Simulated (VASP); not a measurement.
# InSb (F-43m) in VASP: notebook, part 2 of 3

VASP 6.6.1.

**3. Single point, r2SCAN**

This run uses another cell than the first one, of 33.14 Å³/atom, 0.908 times its volume.

POSCAR

```
InSb
1.0
    0.0000000000      3.2121343300      3.2121343300
    3.2121343300      0.0000000000      3.2121343300
    3.2121343300      3.2121343300      0.0000000000
In Sb
1 1
Direct
    0.0000000000      0.0000000000      0.0000000000
    0.2500000000      0.2500000000      0.2500000000
```

INCAR.step1

```
SYSTEM = InSb
ALGO = Normal ; EDIFF = 1E-4
ENCUT = 520 ; GGA = PE
ISMEAR = -1 ; LASPH = .TRUE.
LCHARG = .FALSE. ; LREAL = .FALSE.
LWAVE = .TRUE. ; NBANDS = 16
NELM = 100 ; PREC = Accurate
SIGMA = 0.1
```

INCAR.step2

```
SYSTEM = InSb
ALGO = Normal ; EDIFF = 1E-7
ENCUT = 520 ; ISIF = 2
ISMEAR = -1 ; ISTART = 1
LASPH = .TRUE. ; LCHARG = .FALSE.
LMIXTAU = .TRUE. ; LREAL = .FALSE.
LWAVE = .FALSE. ; METAGGA = R2SCAN
NBANDS = 16 ; NELM = 100
PREC = Accurate ; SIGMA = 0.1
```

KPOINTS

```
k-points
0
G
  9 9 9
  0 0 0
```

Potentials or basis: VASP PAW PBE potentials, release 64 (In_d, Sb).

Command:

```console
> cat potpaw_PBE.64/In_d/POTCAR potpaw_PBE.64/Sb/POTCAR > POTCAR
> cp INCAR.step1 INCAR
> mpirun -np 1 vasp_std > vasp.out
> cp INCAR.step2 INCAR
> mpirun -np 1 vasp_std > vasp.out
```

OUTCAR:

```text
SYSTEM = InSb
   EDIFF = 1E-7
   ENCUT = 520
   ISIF = 2
   ISMEAR = -1
   ISTART = 1
   LASPH = .TRUE.
   LREAL = .FALSE.
   METAGGA = R2SCAN
   NELM = 100
   PREC = Accurate

 ion  position               nearest neighbor table
   1  0.000  0.000  0.000-   2 2.78   2 2.78   2 2.78   2 2.78
   2  0.250  0.250  0.250-   1 2.78   1 2.78   1 2.78   1 2.78

  LATTYP: Found a face centered cubic cell.
 ALAT       =     6.4242686600

  Lattice vectors:

 A1 = (   0.0000000000,   3.2121343300,   3.2121343300)
 A2 = (   3.2121343300,   0.0000000000,   3.2121343300)
 A3 = (   3.2121343300,   3.2121343300,   0.0000000000)

Analysis of symmetry for initial positions (statically):
=====================================================================
 Subroutine PRICEL returns:
 Original cell was already a primitive cell.

 Routine SETGRP: Setting up the symmetry group for a
 face centered cubic supercell.

 Subroutine GETGRP returns: Found 24 space group operations
 (whereof 24 operations were pure point group operations)
 out of a pool of 48 trial point group operations.

The static configuration has the point symmetry T_d .

Analysis of symmetry for dynamics (positions and initial velocities):
=====================================================================
 Subroutine PRICEL returns:
 Original cell was already a primitive cell.

 Routine SETGRP: Setting up the symmetry group for a
 face centered cubic supercell.

 Subroutine GETGRP returns: Found 24 space group operations
 (whereof 24 operations were pure point group operations)
 out of a pool of 48 trial point group operations.

The dynamic configuration has the point symmetry T_d .

 Subroutine INISYM returns: Found 24 space group operations
 (whereof 24 operations are pure point group operations),
 and found     1 'primitive' translations

----------------------------------------------------------------------------------------

                                     Primitive cell

[... 110 lines left out ...]
     AMIX_MAG =   1.60;   BMIX_MAG =  1.00
  volume/ion in A,a.u.               =      33.14       223.65
  Fermi-wavevector in a.u.,A,eV,Ry     =   1.060137  2.003368 15.291456  1.123890
  Thomas-Fermi vector in A             =   2.195507
   LORBIT       =      0    0 simple, 1 ext, 2 COOP (PROOUT), +10 PAW based schemes
   METAGGA = R2SCAN    functional components
   LHFCALC =     F    Hartree Fock is set to
   AEXX    =    0.0000 exact exchange contribution
   IVDW    =     0    specifies the selected vdW correction
   LEPSILON=     F    determine dielectric tensor
   LRPA    =     F    only Hartree local field effects (RPA)
 non-spin polarized calculation
  energy-cutoff  :      520.00
  volume of cell :       66.28
 maximum number of plane-waves:      1820
 NGX is ok and might be reduce to    36
   NGX = 17   NGY = 17   NGZ = 17

 number of electron      18.0000000 magnetization

 Free energy of the ion-electron system (eV)
  ---------------------------------------------------
  ext. energy  EPLUGINS =         0.00000000
  ---------------------------------------------------
  free energy    TOTEN  =       -48.72851078 eV

  energy without entropy =      -48.72782157  energy(sigma->0) =      -48.72816618

 E-fermi :   5.5092     XC(G=0):  -9.3583

 val. band max:        5.2001092646   @ k =   0.0000   0.0000   0.0000
 cond. band min:       5.5974634820   @ k =   0.0000   0.0000   0.0000
 fundamental gap:      0.3973542174
 Fermi energy:         5.5092379210

 k-point     1 :       0.0000    0.0000    0.0000
  band No.  band energies     occupation
      1      -9.9534      2.00000
      2      -9.9534      2.00000
      3      -9.9534      2.00000
      4      -9.8431      2.00000
      5      -9.8431      2.00000
      6      -6.0950      2.00000
[... 433 lines left out ...]
      3      -9.9016      2.00000
      4      -9.8657      2.00000
      5      -9.8325      2.00000
      6      -4.0276      2.00000
[... 8 lines left out ...]
     15      15.8177      0.00000
     16      16.8315      0.00000

 [... further k-points ...]

------------------------ aborting loop because EDIFF is reached ----------------------------------------

  FORCE on cell =-STRESS in cart. coord.  units (eV):
  Direction    XX          YY          ZZ          XY          YZ          ZX
  --------------------------------------------------------------------------------------
  -------------------------------------------------------------------------------------
  Total        1.2748811      1.2748811      1.2748811      0.0000000      0.0000000     -0.0000000
  in kB       30.8154963     30.8154963     30.8154963      0.0000000      0.0000000     -0.0000000
  external PRESSURE =      30.8154963 kB  Pullay stress =       0.0000000 kB

 VOLUME and BASIS-vectors are now :
 -----------------------------------------------------------------------------
  energy-cutoff  :      520.00
  volume of cell :       66.28
      direct lattice vectors                 reciprocal lattice vectors
     0.000000000  3.212134330  3.212134330    -0.155659742  0.155659742  0.155659742
     3.212134330  0.000000000  3.212134330     0.155659742 -0.155659742  0.155659742
     3.212134330  3.212134330  0.000000000     0.155659742  0.155659742 -0.155659742

 POSITION                                       TOTAL-FORCE (eV/Angst)
 -----------------------------------------------------------------------------------
      0.00000      0.00000      0.00000         0.000000      0.000000      0.000000
      1.60607      1.60607      1.60607        -0.000000     -0.000000     -0.000000
 -----------------------------------------------------------------------------------
    total drift:                               -0.000003     -0.000003     -0.000003

  FREE ENERGIE OF THE ION-ELECTRON SYSTEM (eV)
  ---------------------------------------------------
  free  energy   TOTEN  =       -48.7285107794 eV

  energy  without entropy=      -48.7278215725  energy(sigma->0) =      -48.72816618
```

OUTCAR.step1:

```text
SYSTEM = InSb
   EDIFF = 1E-4
   ENCUT = 520
   GGA = PE
   ISMEAR = -1
   LASPH = .TRUE.
   LREAL = .FALSE.
[... 676 lines left out ...]
      0.00000      0.00000      0.00000        -0.000000     -0.000000      0.000000
      1.60607      1.60607      1.60607         0.000000      0.000000     -0.000000
 -----------------------------------------------------------------------------------
    total drift:                               -0.000000     -0.000000     -0.000000

  FREE ENERGIE OF THE ION-ELECTRON SYSTEM (eV)
  ---------------------------------------------------
  free  energy   TOTEN  =        -6.8651840183 eV

  energy  without entropy=       -6.8635997556  energy(sigma->0) =       -6.86439189
```

OSZICAR.step1:

```text
N       E                     dE             d eps       ncg     rms          rms(c)
DAV:   1     0.112370715484E+03    0.11237E+03   -0.79385E+03  1120   0.113E+03
DAV:   2     0.977495186871E-01   -0.11227E+03   -0.10871E+03  1232   0.281E+02
DAV:   3    -0.678126539850E+01   -0.68790E+01   -0.68490E+01  1440   0.716E+01
DAV:   4    -0.697267265802E+01   -0.19141E+00   -0.19138E+00  1424   0.135E+01
DAV:   5    -0.698108269678E+01   -0.84100E-02   -0.84099E-02  1600   0.230E+00    0.435E+00
DAV:   6    -0.687912314077E+01    0.10196E+00   -0.15376E-01  1672   0.613E+00    0.252E+00
DAV:   7    -0.686358552512E+01    0.15538E-01   -0.72962E-02  1520   0.258E+00    0.639E-01
DAV:   8    -0.686451194469E+01   -0.92642E-03   -0.79371E-03  1480   0.105E+00    0.275E-01
DAV:   9    -0.686514301986E+01   -0.63108E-03   -0.94630E-04  1376   0.259E-01    0.760E-02
DAV:  10    -0.686518401827E+01   -0.40998E-04   -0.38055E-05  1160   0.474E-02
   1 F= -.68651840E+01 E0= -.68643919E+01  d E =-.158426E-02
```

Wall time 8.1 min (1 thread of AMD EPYC 7R13, shared host); peak memory 0.21 GiB.

What came out:

* Free energy: -48.7285 eV
* Pressure: 3.1 GPa
* Band gap on the k mesh: 0.40 eV, direct

Caveat: the PAW data sets were made with another functional, which shifts forces and pressure a little; spin-orbit coupling is left out, which moves the levels of the heavy elements.

**4. Single point, r2SCAN**

This run uses another cell than the first one, of 33.85 Å³/atom, 0.927 times its volume.

POSCAR

```
InSb
1.0
    0.0000000000      3.2347557400      3.2347557400
    3.2347557400      0.0000000000      3.2347557400
    3.2347557400      3.2347557400      0.0000000000
In Sb
1 1
Direct
    0.0000000000      0.0000000000      0.0000000000
    0.2500000000      0.2500000000      0.2500000000
```

INCAR.step1

```
  ALGO = Normal
  EDIFF = 1E-4
  ENCUT = 520
  GGA = PE
  ISMEAR = -1
  LASPH = T
  LCHARG = F
  LREAL = F
  LWAVE = T
  NBANDS = 16
  NELM = 80
  PREC = Accurate
  SIGMA = 0.1
```

INCAR.step2

```
  ALGO = Normal
  EDIFF = 1E-7
  ENCUT = 520
  ISIF = 2
  ISMEAR = -1
  ISTART = 1
  LASPH = T
  LCHARG = F
  LMIXTAU = T
  LREAL = F
  LWAVE = F
  METAGGA = R2SCAN
  NBANDS = 16
  NELM = 80
  PREC = Accurate
  SIGMA = 0.1
```

KPOINTS

```
k-points
0
Gamma
  9 9 9
```

Command:

```console
> cat potpaw_PBE.64/In_d/POTCAR potpaw_PBE.64/Sb/POTCAR > POTCAR
> cp INCAR.step1 INCAR
> mpirun -np 1 vasp_std > vasp.out
> cp INCAR.step2 INCAR
> mpirun -np 1 vasp_std > vasp.out
```

Run time: 11 min. Hardware: 1 thread of AMD EPYC 7R13, shared host; peak memory 0.21 GiB.

It converged, with:

```yaml
Free_energy: -48.7508 eV
Pressure: 1.9 GPa
Band_gap_on_the_k_mesh: 0.27 eV, direct
```

Levels at points of the mesh, in eV from the valence-band top:
```tsv
k point	band 5	band 6	band 7	band 8	band 9	band 10	band 11	band 12	band 13	band 14
(0.00, 0.00, 0.00)	-15.00	-11.15	0.00	0.00	0.00	0.27	3.21	3.21	3.21	6.20
```

Caveat: the PAW data sets were made with another functional, which shifts forces and pressure a little; spin-orbit coupling is left out, which moves the levels of the heavy elements.

**5. Single point, r2SCAN**

This run uses another cell than the first one, of 34.55 Å³/atom, 0.946 times its volume.

POSCAR

```
InSb
1.0
    0.0000000000      3.2570651000      3.2570651000
    3.2570651000      0.0000000000      3.2570651000
    3.2570651000      3.2570651000      0.0000000000
In Sb
1 1
Direct
    0.0000000000      0.0000000000      0.0000000000
    0.2500000000      0.2500000000      0.2500000000
```

INCAR.step1

```
SYSTEM = InSb
  PREC = Accurate
  ENCUT = 520
  ISMEAR = -1
  SIGMA = 0.1
  LREAL = .False.
  LASPH = .True.
  NELM = 100
  NBANDS = 16
  GGA = PE
  ALGO = Normal
  EDIFF = 1E-4
  LWAVE = .True.
  LCHARG = .False.
```

INCAR.step2

```
SYSTEM = InSb
  PREC = Accurate
  ENCUT = 520
  EDIFF = 1E-6
  ISMEAR = -1
  SIGMA = 0.1
  LREAL = .False.
  LASPH = .True.
  NELM = 100
  ALGO = Normal
  ISIF = 2
  LWAVE = .False.
  LCHARG = .False.
  METAGGA = R2SCAN
  LMIXTAU = .True.
  NBANDS = 16
  ISTART = 1
```

KPOINTS

```
Automatic mesh
0
Gamma
  9 9 9
  0 0 0
```

Command:

```console
> cat potpaw_PBE.64/In_d/POTCAR potpaw_PBE.64/Sb/POTCAR > POTCAR
> cp INCAR.step1 INCAR
> mpirun -np 1 vasp_std > vasp.out
> cp INCAR.step2 INCAR
> mpirun -np 1 vasp_std > vasp.out
```

Run time: 4.5 min. Hardware: 1 thread of AMD EPYC 7R13, shared host; peak memory 0.21 GiB.

The run converged. Its results:

- Free energy: -48.7634 eV
- Pressure: 0.9 GPa

Levels at points of the mesh, in eV from the Fermi level:
```
           k point  band 5  band 6  band 7  band 8  band 9  band 10  band 11  band 12  band 13  band 14
(0.00, 0.00, 0.00)  -15.19  -11.25   -0.23   -0.23   -0.23    -0.09     2.99     2.99     2.99     5.94
```

Caveat: the PAW data sets were made with another functional, which shifts forces and pressure a little; spin-orbit coupling is left out, which moves the levels of the heavy elements.

[end of part 2 of 3]
